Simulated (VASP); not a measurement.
# Eu (Im-3m) in VASP: a series of runs

The runs below take Eu through single point, with PBE.

All numbers are computed with VASP 6.6.1; they aren't measurements. Logs are shortened: lines on timing, memory, paths and dates and some standing lists are left out, and cuts for length are marked.

**1. The cell of the first run**

The structure is cubic, space group Im-3m (No. 229). The conventional cell has a = 4.388 Å, b = 4.388 Å, c = 4.388 Å, α = 90.00°, β = 90.00°, γ = 90.00°. Eu (site symmetry m-3m) has 14 Eu at 3.80 to 4.39 Å within 5.0 Å.

**2. Single point, PBE, collinear spin, ferromagnetic start**

INCAR

```
ALGO = Normal
EDIFF = 1E-7
ENCUT = 520
GGA = PE
ISIF = 2
ISMEAR = 1
ISPIN = 2
LASPH = T
LCHARG = F
LMAXMIX = 6
LORBIT = 11
LREAL = F
LWAVE = F
MAGMOM = 7.02
NBANDS = 18
NELM = 150
PREC = Accurate
SIGMA = 0.03
```

KPOINTS

```
k-points
0
Gamma
  10 10 10
```

POSCAR

```
Eu
1.0
   -2.1939508085      2.1939508085      2.1939508085
    2.1939508085     -2.1939508085      2.1939508085
    2.1939508085      2.1939508085     -2.1939508085
Eu
1
Direct
    0.0000000000      0.0000000000      0.0000000000
```

Potentials or basis: VASP PAW PBE potentials, release 64 (Eu).

Launch:

```
$ cat potpaw_PBE.64/Eu/POTCAR > POTCAR
$ mpirun -np 1 vasp_std > vasp.out
```

OUTCAR:

```text
EDIFF = 1E-7
   ENCUT = 520
   GGA = PE
   ISIF = 2
   ISMEAR = 1
   ISPIN = 2
   LASPH = T
   LORBIT = 11
   LREAL = F
   NELM = 150
   PREC = Accurate

 ion  position               nearest neighbor table
   1  0.000  0.000  0.000-

  LATTYP: Found a body centered cubic cell.
 ALAT       =     4.3879016170

  Lattice vectors:

 A1 = (  -2.1939508085,   2.1939508085,   2.1939508085)
 A2 = (   2.1939508085,  -2.1939508085,   2.1939508085)
 A3 = (   2.1939508085,   2.1939508085,  -2.1939508085)

Analysis of symmetry for initial positions (statically):
=====================================================================
 Subroutine PRICEL returns:
 Original cell was already a primitive cell.

 Routine SETGRP: Setting up the symmetry group for a
 body centered cubic supercell.

 Subroutine GETGRP returns: Found 48 space group operations
 (whereof 48 operations were pure point group operations)
 out of a pool of 48 trial point group operations.

The static configuration has the point symmetry O_h .

Analysis of symmetry for dynamics (positions and initial velocities):
=====================================================================
 Subroutine PRICEL returns:
 Original cell was already a primitive cell.

 Routine SETGRP: Setting up the symmetry group for a
 body centered cubic supercell.

 Subroutine GETGRP returns: Found 48 space group operations
 (whereof 48 operations were pure point group operations)
 out of a pool of 48 trial point group operations.

The dynamic configuration has the point symmetry O_h .

Analysis of structural, dynamic, and magnetic symmetry:
=====================================================================
 Subroutine PRICEL returns:
 Original cell was already a primitive cell.

 Routine SETGRP: Setting up the symmetry group for a
 body centered cubic supercell.

 Subroutine GETGRP returns: Found 48 space group operations
 (whereof 48 operations were pure point group operations)
 out of a pool of 48 trial point group operations.

The overall configuration has the point symmetry O_h .

 Subroutine INISYM returns: Found 48 space group operations
 (whereof 48 operations are pure point group operations),
 and found     1 'primitive' translations

----------------------------------------------------------------------------------------

                                     Primitive cell

  volume of cell :      42.2416

  direct lattice vectors                    reciprocal lattice vectors
    -2.193950808  2.193950808  2.193950808     0.000000000  0.227899367  0.227899367
     2.193950808 -2.193950808  2.193950808     0.227899367  0.000000000  0.227899367
     2.193950808  2.193950808 -2.193950808     0.227899367  0.227899367  0.000000000

  length of vectors
     3.800034270  3.800034270  3.800034270     0.322298375  0.322298375  0.322298375

  position of ions in fractional coordinates (direct lattice)
     0.000000000  0.000000000  0.000000000

  ion indices of the primitive-cell ions
   primitive index   ion index
                 1           1

----------------------------------------------------------------------------------------

 KPOINTS: k-points

Automatic generation of k-mesh.
 Grid dimensions read from file:
 generate k-points for:   10   10   10

 Generating k-lattice:

  Cartesian coordinates                     Fractional coordinates (reciprocal lattice)
     0.000000000  0.022789937  0.022789937     0.100000000  0.000000000  0.000000000
     0.022789937  0.000000000  0.022789937     0.000000000  0.100000000  0.000000000
     0.022789937  0.022789937  0.000000000     0.000000000  0.000000000  0.100000000

  Length of vectors
     0.032229838  0.032229838  0.032229838

  Shift w.r.t. Gamma in fractional coordinates (k-lattice)
     0.000000000  0.000000000  0.000000000

 Subroutine IBZKPT returns following result:
 ===========================================

 Found     47 irreducible k-points:

 Following reciprocal coordinates:
            Coordinates               Weight
  0.000000  0.000000  0.000000      1.000000
  0.100000  0.000000  0.000000     12.000000
  0.200000  0.000000  0.000000     12.000000
  0.300000  0.000000  0.000000     12.000000
  0.400000  0.000000  0.000000     12.000000
  0.500000  0.000000  0.000000      6.000000
[... 16 lines left out ...]
  0.300000  0.300000  0.100000      8.000000
 -0.300000  0.300000  0.100000     24.000000
 [... further k-points ...]
   k-points           NKPTS =     47   k-points in BZ     NKDIM =     47   number of bands    NBANDS=     18
   number of dos      NEDOS =    301   number of ions     NIONS =      1
   total plane-waves  NPLWV =  21952
   dimension x,y,z NGX =    28 NGY =   28 NGZ =   28
   dimension x,y,z NGXF=    56 NGYF=   56 NGZF=   56
   ions per type =               1
   NGX,Y,Z   is equivalent  to a cutoff of  12.25, 12.25, 12.25 a.u.
   NGXF,Y,Z  is equivalent  to a cutoff of  24.50, 24.50, 24.50 a.u.
 SYSTEM =  unknown system
   PREC   = accura    normal or accurate (medium, high low for compatibility)
   ISTART =      0    job   : 0-new  1-cont  2-samecut
   ICHARG =      2    charge: 1-file 2-atom 10-const
   ISPIN  =      2    spin polarized calculation?
   LNONCOLLINEAR =      F non collinear calculations
   LSORBIT =      F    spin-orbit coupling
   LASPH  =      T    aspherical Exc in radial PAW
   ENCUT  =  520.0 eV  38.22 Ry    6.18 a.u.   7.07  7.07  7.07*2*pi/ulx,y,z
   NELM   =    150;   NELMIN=  2; NELMDL= -5     # of ELM steps
   EDIFF  = 0.1E-06   stopping-criterion for ELM
   LREAL  =      F    real-space projection
   EDIFFG = 0.1E-05   stopping-criterion for IOM
   NSW    =      0    number of steps for IOM
   IBRION =     -1    ionic relax: 0-MD 1-quasi-New 2-CG
   NFREE  =      0    steps in history (QN), initial steepest desc. (CG)
   ISIF   =      2    stress and relaxation
   ISYM   =      2    0-nonsym 1-usesym 2-fastsym
   POTIM  = 0.5000    time-step for ionic-motion
   TEBEG  =    0.0;   TEEND  =   0.0 temperature during run
   PSTRESS=    0.0 pullay stress
   NELECT =      17.0000    total number of electrons
   NUPDOWN=      -1.0000    fix difference up-down
   EMIN   =  10.00;   EMAX   =-10.00  energy-range for DOS
   EFERMI =   0.00;   METHOD = LEGACY
   ISMEAR =     1;   SIGMA  =   0.03  broadening in eV -4-tet -1-fermi 0-gaus
   EFERMI_NEDOS =   21; number of points for ismear=-14 and -15
   IALGO  =     38    algorithm
   IMIX   =      4    mixing-type and parameters
     AMIX     =   0.40;   BMIX     =  1.00
     AMIX_MAG =   1.60;   BMIX_MAG =  1.00
  volume/ion in A,a.u.               =      42.24       285.06
  Fermi-wavevector in a.u.,A,eV,Ry     =   1.208679  2.284072 19.876813  1.460905
  Thomas-Fermi vector in A             =   2.344279
   LORBIT       =     11    0 simple, 1 ext, 2 COOP (PROOUT), +10 PAW based schemes
   GGA     = PE    functional components
   LHFCALC =     F    Hartree Fock is set to
   AEXX    =    0.0000 exact exchange contribution
   IVDW    =     0    specifies the selected vdW correction
   LEPSILON=     F    determine dielectric tensor
   LRPA    =     F    only Hartree local field effects (RPA)
 spin polarized calculation
 Methfessel and Paxton  Order N= 1 SIGMA  =   0.03
  energy-cutoff  :      520.00
  volume of cell :       42.24
 maximum number of plane-waves:      1157
   NGX = 15   NGY = 15   NGZ = 15

 number of electron      16.9999992 magnetization       7.3908275

 Free energy of the ion-electron system (eV)
  ---------------------------------------------------
  ext. energy  EPLUGINS =         0.00000000
  ---------------------------------------------------
  free energy    TOTEN  =       -11.43610901 eV

  energy without entropy =      -11.43622593  energy(sigma->0) =      -11.43614798

 E-fermi :   2.1555     XC(G=0):  -8.8037

 val. band max:        2.1428458501   @ k =   0.3000   0.2000   0.2000
 cond. band min:       2.1557849383   @ k =   0.5000   0.5000   0.2000
 fundamental gap:      0.0129390882
 Fermi energy:         2.1555090619

 spin component 1

 k-point     1 :       0.0000    0.0000    0.0000
  band No.  band energies     occupation
      1     -39.5466      1.00000
      2     -18.1087      1.00000
      3     -18.1087      1.00000
      4     -18.1087      1.00000
      5      -2.3214      1.00000
      6       1.5805      1.00000
[... 10 lines left out ...]
     17       5.5982      0.00000
     18      11.4977      0.00000

 k-point     2 :       0.1000    0.0000    0.0000
  band No.  band energies     occupation
      1     -39.5433      1.00000
      2     -18.1529      1.00000
      3     -18.1227      1.00000
      4     -18.1089      1.00000
      5      -2.0922      1.00000
      6       1.5777      1.00000
[... 10 lines left out ...]
     17       5.6107      0.00000
     18      11.7022      0.00000
[... 442 lines left out ...]
 k-point    24 :      -0.3000    0.3000    0.1000
  band No.  band energies     occupation
      1     -39.5214      1.00000
      2     -18.3954      1.00000
      3     -18.2186      1.00000
      4     -18.1428      1.00000
      5      -0.4060      1.00000
      6       1.5401      1.00000
[... 10 lines left out ...]
     17       6.1825      0.00000
     18      10.4411      0.00000

 [... further k-points ...]

 spin component 2

 k-point     1 :       0.0000    0.0000    0.0000
  band No.  band energies     occupation
      1     -36.4064      1.00000
      2     -15.7612      1.00000
      3     -15.7612      1.00000
      4     -15.7612      1.00000
      5      -1.4594      1.00000
      6       4.9235      0.00000
[... 10 lines left out ...]
     17       6.7781      0.00000
     18      12.6761      0.00000

 k-point     2 :       0.1000    0.0000    0.0000
  band No.  band energies     occupation
      1     -36.4021      1.00000
      2     -15.8172      1.00000
      3     -15.7783      1.00000
      4     -15.7614      1.00000
      5      -1.2196      1.00000
      6       4.6955      0.00000
[... 10 lines left out ...]
     17       6.9167      0.00000
     18      12.9142      0.00000
[... 442 lines left out ...]
 k-point    24 :      -0.3000    0.3000    0.1000
  band No.  band energies     occupation
      1     -36.3736      1.00000
      2     -16.1212      1.00000
      3     -15.8966      1.00000
      4     -15.8043      1.00000
      5       0.5138      1.00000
      6       3.5961      0.00000
[... 10 lines left out ...]
     17       7.4714      0.00000
     18      11.6704      0.00000

 [... further k-points ...]

------------------------ aborting loop because EDIFF is reached ----------------------------------------

  FORCE on cell =-STRESS in cart. coord.  units (eV):
  Direction    XX          YY          ZZ          XY          YZ          ZX
  --------------------------------------------------------------------------------------
  -------------------------------------------------------------------------------------
  Total       -0.0648855     -0.0648855     -0.0648855     -0.0000000      0.0000000     -0.0000000
  in kB       -2.4610336     -2.4610336     -2.4610336     -0.0000000      0.0000000     -0.0000000
  external PRESSURE =      -2.4610336 kB  Pullay stress =       0.0000000 kB

 VOLUME and BASIS-vectors are now :
 -----------------------------------------------------------------------------
  energy-cutoff  :      520.00
  volume of cell :       42.24
      direct lattice vectors                 reciprocal lattice vectors
    -2.193950808  2.193950808  2.193950808     0.000000000  0.227899367  0.227899367
     2.193950808 -2.193950808  2.193950808     0.227899367  0.000000000  0.227899367
     2.193950808  2.193950808 -2.193950808     0.227899367  0.227899367  0.000000000

 POSITION                                       TOTAL-FORCE (eV/Angst)
 -----------------------------------------------------------------------------------
      0.00000      0.00000      0.00000         0.000000     -0.000000      0.000000
 -----------------------------------------------------------------------------------
    total drift:                                0.000000      0.000000      0.000000

  FREE ENERGIE OF THE ION-ELECTRON SYSTEM (eV)
  ---------------------------------------------------
  free  energy   TOTEN  =       -11.4361090079 eV

  energy  without entropy=      -11.4362259268  energy(sigma->0) =      -11.43614798

 total charge

# of ion       s       p       d       f       tot
--------------------------------------------------
    1        2.084   5.712   0.293   6.647  14.736

 magnetization (x)

# of ion       s       p       d       f       tot
--------------------------------------------------
    1       -0.003  -0.091   0.148   6.645   6.700
```

Run time: 60 s. Hardware: 1 thread of AMD EPYC 9R45 (Zen 5), shared host; peak memory 0.19 GiB.

Results:

```
Free energy                                           : -11.4361 eV
Pressure                                              : -0.2 GPa
Net moment                                            : 7.39 μB per cell
Site moments                                          : Eu +6.70 μB
Valence electrons inside the program's atomic spheres : Eu 14.74
```

Caveat: spin-orbit coupling is left out, which moves the levels of the heavy elements; semilocal functionals describe open f shells poorly, which spoils levels, moments and volumes.

**3. Single point, PBE, collinear spin, ferromagnetic start**

INCAR

```
ALGO = Normal
EDIFF = 1E-6
ENCUT = 520
GGA = PE
ISIF = 2
ISMEAR = -1
ISPIN = 2
LASPH = True
LCHARG = True
LELF = True
LMAXMIX = 6
LORBIT = 11
LREAL = False
LVHAR = True
LWAVE = False
MAGMOM = 7.02
NBANDS = 18
NELM = 150
PREC = Accurate
SIGMA = 0.05
```

KPOINTS

```
k-points
0
Gamma
  11 11 11
```

POSCAR is that of step 2.

Potentials or basis: VASP PAW PBE potentials, release 64 (Eu).

Launch:

```
$ cat potpaw_PBE.64/Eu/POTCAR > POTCAR
$ mpirun -np 1 vasp_std > vasp.out
```

It took 64 s on 1 thread of AMD EPYC 9R45 (Zen 5), shared host; peak memory 0.2 GiB.

It converged, with:

```
Free energy                                           : -11.4438 eV
Pressure                                              : -0.3 GPa
Net moment                                            : 7.24 μB per cell
Site moments                                          : Eu +6.66 μB
Valence electrons inside the program's atomic spheres : Eu 14.73
```

Levels at points of the mesh, in eV from the Fermi level:
Spin up:
```csv
k point,band 9,band 10,band 11,band 12,band 13,band 14,band 15,band 16
"(0.00, 0.00, 0.00)",-0.37,-0.37,-0.37,-0.33,1.83,1.83,1.83,3.54
```
Spin down:
| k point | band 2 | band 3 | band 4 | band 5 | band 6 | band 7 | band 8 | band 9 |
| --- | --- | --- | --- | --- | --- | --- | --- | --- |
| (0.00, 0.00, 0.00) | -17.88 | -17.88 | -17.88 | -3.63 | 2.80 | 2.80 | 2.80 | 3.97 |

Caveat: spin-orbit coupling is left out, which moves the levels of the heavy elements; semilocal functionals describe open f shells poorly, which spoils levels, moments and volumes. The state reached can hang on the start; a lower one may exist.

**4. Single point, PBE, collinear spin, ferromagnetic start**

INCAR

```
SYSTEM = Eu
PREC = Accurate
ENCUT = 520
EDIFF = 1E-6
ISMEAR = -1
SIGMA = 0.05
LREAL = .False.
LASPH = .True.
NELM = 150
ALGO = Normal
ISIF = 2
LWAVE = .False.
LCHARG = .False.
ISPIN = 2
MAGMOM = 7.02
LORBIT = 11
LMAXMIX = 6
GGA = PE
NBANDS = 18
```

KPOINTS

```
regular mesh
0
Gamma
  13 13 13
  0 0 0
```

POSCAR is that of step 3.

Launch:

```
$ cat potpaw_PBE.64/Eu/POTCAR > POTCAR
$ mpirun -np 1 vasp_std > vasp.out
```

It took 88 s on 1 thread of AMD EPYC 9R45 (Zen 5), shared host; peak memory 0.23 GiB.

Results (log left out):

```
Free energy                                           : -11.4445 eV
Pressure                                              : -0.3 GPa
Net moment                                            : 7.27 μB per cell
Site moments                                          : Eu +6.67 μB
Valence electrons inside the program's atomic spheres : Eu 14.73
```

Levels at points of the mesh, in eV from the Fermi level:
Spin up:
```csv
k point,band 8,band 9,band 10,band 11,band 12,band 13,band 14,band 15,band 16,band 17
"(0.00, 0.00, 0.00)",-0.53,-0.37,-0.37,-0.37,-0.33,1.81,1.81,1.81,3.53,3.53
```
Spin down:
```csv
k point,band 1,band 2,band 3,band 4,band 5,band 6,band 7,band 8,band 9,band 10
"(0.00, 0.00, 0.00)",-38.53,-17.88,-17.88,-17.88,-3.63,2.80,2.80,2.80,3.96,3.96
```

Caveat: spin-orbit coupling is left out, which moves the levels of the heavy elements; semilocal functionals describe open f shells poorly, which spoils levels, moments and volumes. The state reached can hang on the start; a lower one may exist.

**5. Overview**

```tsv
k mesh	smearing	gap on the mesh (eV)	pressure (GPa)	moment (μB)
10 × 10 × 10	methfessel-paxton 0.03 eV	none	-0.2	7.39
11 × 11 × 11	fermi-dirac 0.05 eV	none	-0.3	7.24
13 × 13 × 13	fermi-dirac 0.05 eV	none	-0.3	7.27
```

Alike in all rows: task single point; level PBE; potentials or basis VASP PAW PBE potentials, release 64 (Eu); spin collinear, ferromagnetic start; cell as given; cutoff (eV) 520.

Caveats: spin-orbit coupling is left out, which moves the levels of the heavy elements; semilocal functionals describe open f shells poorly, which spoils levels, moments and volumes.

Total energies depend on the potentials used, so only differences within one code and one set of settings carry meaning.
